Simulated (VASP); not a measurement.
# Ge (P6_3/mmc) in VASP: a series of runs, part 2 of 2

VASP 6.6.1. Earlier steps stand in the parts before.

### 3 Single point, r2SCAN

This run uses another cell than the first one, of 22.82 Å³/atom.

The input, POSCAR:

```
Ge
1.0
    3.9956487014      0.0000000000      0.0000000000
   -1.9978243507      3.4603332800      0.0000000000
    0.0000000000      0.0000000000      6.6027109599
Ge
4
Direct
    0.6666666667      0.3333333333      0.0629814340
    0.3333333333      0.6666666667      0.5629814340
    0.6666666667      0.3333333333      0.4370185660
    0.3333333333      0.6666666667      0.9370185660
```

The input, INCAR.step1:

```
SYSTEM = Ge
ALGO = Normal
EDIFF = 1E-4
ENCUT = 520
GGA = PE
ISMEAR = 0
LASPH = .TRUE.
LCHARG = .FALSE.
LREAL = .FALSE.
LWAVE = .TRUE.
NBANDS = 36
NELM = 60
PREC = Accurate
SIGMA = 0.01
```

The input, INCAR.step2:

```
SYSTEM = Ge
ALGO = Normal
EDIFF = 1E-7
ENCUT = 520
ISIF = 2
ISMEAR = 0
ISTART = 1
LASPH = .TRUE.
LCHARG = .TRUE.
LELF = .TRUE.
LMIXTAU = .TRUE.
LREAL = .FALSE.
LVHAR = .TRUE.
LWAVE = .FALSE.
METAGGA = R2SCAN
NBANDS = 36
NELM = 60
PREC = Accurate
SIGMA = 0.01
```

The input, KPOINTS:

```
k-points
0
G
  12 12 6
  0 0 0
```

Potentials or basis: VASP PAW PBE potentials, release 64 (Ge_d).

Command:

```
> cat potpaw_PBE.64/Ge_d/POTCAR > POTCAR
> cp INCAR.step1 INCAR
> mpirun -np 1 vasp_std > vasp.out
> cp INCAR.step2 INCAR
> mpirun -np 1 vasp_std > vasp.out
```

OUTCAR:

```text
SYSTEM = Ge
   EDIFF = 1E-7
   ENCUT = 520
   ISIF = 2
   ISMEAR = 0
   ISTART = 1
   LASPH = .TRUE.
   LREAL = .FALSE.
   METAGGA = R2SCAN
   NELM = 60
   PREC = Accurate

 ion  position               nearest neighbor table
   1  0.667  0.333  0.063-   4 2.45   4 2.45   4 2.45   3 2.47
   2  0.333  0.667  0.563-   3 2.45   3 2.45   3 2.45   4 2.47
   3  0.667  0.333  0.437-   2 2.45   2 2.45   2 2.45   1 2.47
   4  0.333  0.667  0.937-   1 2.45   1 2.45   1 2.45   2 2.47

  LATTYP: Found a hexagonal cell.
 ALAT       =     3.9956487014
 C/A-ratio  =     1.6524753434

  Lattice vectors:

 A1 = (   3.9956487014,   0.0000000000,   0.0000000000)
 A2 = (  -1.9978243507,   3.4603332800,   0.0000000000)
 A3 = (   0.0000000000,   0.0000000000,   6.6027109599)

Analysis of symmetry for initial positions (statically):
=====================================================================
 Subroutine PRICEL returns:
 Original cell was already a primitive cell.

 Routine SETGRP: Setting up the symmetry group for a
 hexagonal supercell.

 Subroutine GETGRP returns: Found 24 space group operations
 (whereof 12 operations were pure point group operations)
 out of a pool of 24 trial point group operations.

The static configuration has the point symmetry D_3d.
 The point group associated with its full space group is D_6h.

Analysis of symmetry for dynamics (positions and initial velocities):
=====================================================================
 Subroutine PRICEL returns:
 Original cell was already a primitive cell.

 Routine SETGRP: Setting up the symmetry group for a
 hexagonal supercell.

 Subroutine GETGRP returns: Found 24 space group operations
 (whereof 12 operations were pure point group operations)
 out of a pool of 24 trial point group operations.

The dynamic configuration has the point symmetry D_3d.
 The point group associated with its full space group is D_6h.

 Subroutine INISYM returns: Found 24 space group operations
 (whereof 12 operations are pure point group operations),
 and found     1 'primitive' translations

----------------------------------------------------------------------------------------

                                     Primitive cell

  volume of cell :      91.2909

  direct lattice vectors                    reciprocal lattice vectors
     3.995648701  0.000000000  0.000000000     0.250272252  0.144494752  0.000000000
    -1.997824351  3.460333280  0.000000000     0.000000000  0.288989505  0.000000000
     0.000000000  0.000000000  6.602710960     0.000000000  0.000000000  0.151452942

  length of vectors
     3.995648701  3.995648701  6.602710960     0.288989505  0.288989505  0.151452942

  position of ions in fractional coordinates (direct lattice)
     0.666666667  0.333333333  0.062981434
     0.333333333  0.666666667  0.562981434
     0.666666667  0.333333333  0.437018566
     0.333333333  0.666666667  0.937018566

  ion indices of the primitive-cell ions
   primitive index   ion index
[... 21 lines left out ...]
     0.024082459  0.024082459  0.025242157

  Shift w.r.t. Gamma in fractional coordinates (k-lattice)
     0.000000000  0.000000000  0.000000000

 Subroutine IBZKPT returns following result:
 ===========================================

 Found     76 irreducible k-points:

 Following reciprocal coordinates:
            Coordinates               Weight
  0.000000  0.000000  0.000000      1.000000
  0.083333  0.000000  0.000000      6.000000
  0.166667  0.000000  0.000000      6.000000
  0.250000  0.000000  0.000000      6.000000
  0.333333  0.000000  0.000000      6.000000
  0.416667  0.000000  0.000000      6.000000
[... 16 lines left out ...]
  0.250000  0.000000  0.166667     12.000000
  0.333333  0.000000  0.166667     12.000000
 [... further k-points ...]
   k-points           NKPTS =     76   k-points in BZ     NKDIM =     76   number of bands    NBANDS=     36
   number of dos      NEDOS =    301   number of ions     NIONS =      4
   total plane-waves  NPLWV =  45000
   dimension x,y,z NGX =    30 NGY =   30 NGZ =   50
   dimension x,y,z NGXF=    60 NGYF=   60 NGZF=  100
   ions per type =               4
   NGX,Y,Z   is equivalent  to a cutoff of  12.48, 12.48, 12.59 a.u.
   NGXF,Y,Z  is equivalent  to a cutoff of  24.96, 24.96, 25.18 a.u.
 SYSTEM =  Ge
   PREC   = accura    normal or accurate (medium, high low for compatibility)
   ISTART =      1    job   : 0-new  1-cont  2-samecut
   ICHARG =      0    charge: 1-file 2-atom 10-const
   ISPIN  =      1    spin polarized calculation?
   LNONCOLLINEAR =      F non collinear calculations
   LSORBIT =      F    spin-orbit coupling
   LASPH  =      T    aspherical Exc in radial PAW
   ENCUT  =  520.0 eV  38.22 Ry    6.18 a.u.   7.43  7.43 12.28*2*pi/ulx,y,z
   NELM   =     60;   NELMIN=  2; NELMDL=  0     # of ELM steps
   EDIFF  = 0.1E-06   stopping-criterion for ELM
   LREAL  =      F    real-space projection
   EDIFFG = 0.1E-05   stopping-criterion for IOM
   NSW    =      0    number of steps for IOM
   IBRION =     -1    ionic relax: 0-MD 1-quasi-New 2-CG
   NFREE  =      0    steps in history (QN), initial steepest desc. (CG)
   ISIF   =      2    stress and relaxation
   ISYM   =      2    0-nonsym 1-usesym 2-fastsym
   POTIM  = 0.5000    time-step for ionic-motion
   TEBEG  =    0.0;   TEEND  =   0.0 temperature during run
   PSTRESS=    0.0 pullay stress
   NELECT =      56.0000    total number of electrons
   NUPDOWN=      -1.0000    fix difference up-down
   EMIN   =  10.00;   EMAX   =-10.00  energy-range for DOS
   EFERMI =   0.00;   METHOD = LEGACY
   ISMEAR =     0;   SIGMA  =   0.01  broadening in eV -4-tet -1-fermi 0-gaus
   EFERMI_NEDOS =   21; number of points for ismear=-14 and -15
   IALGO  =     38    algorithm
   IMIX   =      4    mixing-type and parameters
     AMIX     =   0.40;   BMIX     =  1.00
     AMIX_MAG =   1.60;   BMIX_MAG =  1.00
  volume/ion in A,a.u.               =      22.82       154.02
  Fermi-wavevector in a.u.,A,eV,Ry     =   1.391004  2.628616 26.325800  1.934892
  Thomas-Fermi vector in A             =   2.514885
   LORBIT       =      0    0 simple, 1 ext, 2 COOP (PROOUT), +10 PAW based schemes
   METAGGA = R2SCAN    functional components
   LHFCALC =     F    Hartree Fock is set to
   AEXX    =    0.0000 exact exchange contribution
   IVDW    =     0    specifies the selected vdW correction
   LEPSILON=     F    determine dielectric tensor
   LRPA    =     F    only Hartree local field effects (RPA)
 non-spin polarized calculation
 Gauss-broadening in eV      SIGMA  =   0.01
  energy-cutoff  :      520.00
  volume of cell :       91.29
 maximum number of plane-waves:      2491
 NGX is ok and might be reduce to    30
   NGX = 15   NGY = 15   NGZ = 25

 number of electron      56.0000056 magnetization

 Free energy of the ion-electron system (eV)
  ---------------------------------------------------
  ext. energy  EPLUGINS =         0.00000000
  ---------------------------------------------------
  free energy    TOTEN  =       -55.41883499 eV

  energy without entropy =      -55.41883499  energy(sigma->0) =      -55.41883499

 E-fermi :   4.9410     XC(G=0): -10.7723

 val. band max:        4.9024174629   @ k =   0.0000   0.0000   0.0000
 cond. band min:       4.9785156453   @ k =   0.0000   0.0000   0.0000
 fundamental gap:      0.0760981824
 Fermi energy:         4.9409832988

 k-point     1 :       0.0000    0.0000    0.0000
  band No.  band energies     occupation
      1     -20.7992      2.00000
      2     -20.7992      2.00000
      3     -20.7590      2.00000
      4     -20.7589      2.00000
      5     -20.7589      2.00000
      6     -20.7463      2.00000
[... 925 lines left out ...]
     35      12.3036      0.00000
     36      12.8676      0.00000

 [... further k-points ...]

------------------------ aborting loop because EDIFF is reached ----------------------------------------

  FORCE on cell =-STRESS in cart. coord.  units (eV):
  Direction    XX          YY          ZZ          XY          YZ          ZX
  --------------------------------------------------------------------------------------
  -------------------------------------------------------------------------------------
  Total        0.0275261      0.0275261      0.0454292      0.0000000      0.0000000      0.0000000
  in kB        0.4830894      0.4830894      0.7972932      0.0000000      0.0000000      0.0000000
  external PRESSURE =       0.5878240 kB  Pullay stress =       0.0000000 kB

 VOLUME and BASIS-vectors are now :
 -----------------------------------------------------------------------------
  energy-cutoff  :      520.00
  volume of cell :       91.29
      direct lattice vectors                 reciprocal lattice vectors
     3.995648701  0.000000000  0.000000000     0.250272252  0.144494752  0.000000000
    -1.997824351  3.460333280  0.000000000     0.000000000  0.288989505  0.000000000
     0.000000000  0.000000000  6.602710960     0.000000000  0.000000000  0.151452942

 POSITION                                       TOTAL-FORCE (eV/Angst)
 -----------------------------------------------------------------------------------
      1.99782      1.15344      0.41585         0.000000     -0.000000      0.004593
     -0.00000      2.30689      3.71720        -0.000000      0.000000      0.004593
      1.99782      1.15344      2.88551        -0.000000      0.000000     -0.004593
     -0.00000      2.30689      6.18686        -0.000000      0.000000     -0.004593
 -----------------------------------------------------------------------------------
    total drift:                                0.000000     -0.000000      0.000000

  FREE ENERGIE OF THE ION-ELECTRON SYSTEM (eV)
  ---------------------------------------------------
  free  energy   TOTEN  =       -55.4188349910 eV

  energy  without entropy=      -55.4188349910  energy(sigma->0) =      -55.41883499
```

It took 11 min on 1 thread of Oxide Virtual Turin-like, shared host; peak memory 0.29 GiB.

What came out:

```yaml
Free_energy: -55.4188 eV
Pressure: 0.1 GPa
Largest_force: 0.005 eV/Å
Band_gap_on_the_k_mesh: 0.08 eV
```

Forces in eV/Å, atoms in the order of the input:
```
Ge   0.000  0.000  0.005
Ge   0.000  0.000  0.005
Ge   0.000  0.000 -0.005
Ge   0.000  0.000 -0.005
```

Caveat: semilocal functionals underestimate gaps, and a narrow one can read as zero; the PAW data sets were made with another functional, which shifts forces and pressure a little. A k mesh can miss the band edges.
